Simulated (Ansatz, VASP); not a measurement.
One calculation of Y2Fe, two programs

File INCAR:

```
ALGO = Fast
EDIFF = 1E-7
EDIFFG = -0.04
ENCUT = 600
GGA = PE
IBRION = 2
ISIF = 3
ISMEAR = 0
ISPIN = 2
LASPH = T
LCHARG = F
LMAXMIX = 4
LORBIT = 11
LREAL = F
LWAVE = F
MAGMOM = -0.13 -0.13 2.93
NELM = 150
NSW = 90
PREC = Accurate
SIGMA = 0.1
```

Contents of KPOINTS:

```
k-points
0
Gamma
  6 6 4
```

File POSCAR:

```
Y2Fe
1.0
    4.0102130130      0.0000000000      0.0000000000
   -2.0051065065      3.4729463438      0.0000000000
    0.0000000000      0.0000000000      4.3299642166
Y Fe
2 1
Direct
    0.3333333333      0.6666666667      0.5000000000
    0.6666666667      0.3333333333      0.5000000000
    0.0000000000      0.0000000000      0.0000000000
```

Input for Ansatz:

```yaml
crystal:
  lattice:
    - [4.010213013, 0.0, 0.0]
    - [-2.0051065065, 3.4729463438, 0.0]
    - [0.0, 0.0, 4.3299642166]
  atoms:
    - { symbol: "Y", position: [0.3333333333, 0.6666666667, 0.5], spin: -0.13 }
    - { symbol: "Y", position: [0.6666666667, 0.3333333333, 0.5], spin: -0.13 }
    - { symbol: Fe, position: [0.0, 0.0, 0.0], spin: 2.93 }
basis:
  ecutwfc: 420
kpoints:
  mp_grid: { grid: [6, 6, 4] }
hamiltonian:
  xc: pbe
scf:
  occupations: { method: gaussian, width: 0.1 }
  lower_state_search: "off"
output:
  forces: true
  stress: true
  eigenvalues: true
  populations: true
magnetization:
  spin_polarized: true
relax:
  adjacent_minimum: "off"
  f_tol: 0.04
  max_steps: 70
  cell: { stress_tol: 0.4 }
```

Alike in both runs: task relaxation of cell and atoms; functional PBE; k mesh 6 × 6 × 4; occupations gaussian, width 0.1 eV; collinear spin.

|  | VASP | Ansatz |
| --- | --- | --- |
| version | VASP 6.6.1 | Ansatz 0.2.0 |
| potentials or method | VASP PAW PBE potentials, release 64 (Y_sv, Fe), cutoff 600 eV | scalar-relativistic, plane waves, PAW |
| valence electrons in the cell | 30 | 38 |

VASP gave:

| Item | Value |
| --- | --- |
| gap on the k mesh at the Fermi level, each at its own relaxed structure (eV) | none |
| net moment per atom (μB) | 0.75 |
| size of the moment on the site where the two differ most (μB) | 2.91 |
| relaxed volume (Å³/atom) | 23.27 |
| relaxed length of the cell vector where the two differ most in proportion (Å) | 3.091 |

Problem. What did Ansatz give for the same quantities?

Solution. gap on the k mesh at the Fermi level, each at its own relaxed structure (eV): none; net moment per atom (μB): 0.76; size of the moment on the site where the two differ most (μB): 3.02; relaxed volume (Å³/atom): 23.31; relaxed length of the cell vector where the two differ most in proportion (Å): 3.103.

Site moments also hang on the region over which each program counts them. A gap of «none» marks a metal or a gap that the smearing closes. VASP's potentials hold 30 valence electrons a cell and Ansatz's 38, so a difference there can come from the potentials and not from the codes.

The k mesh is coarse, so the values compare programs but aren't converged. Noted on VASP's run: the volume moved by over 15 % at a fixed basis, so the end points are rough.
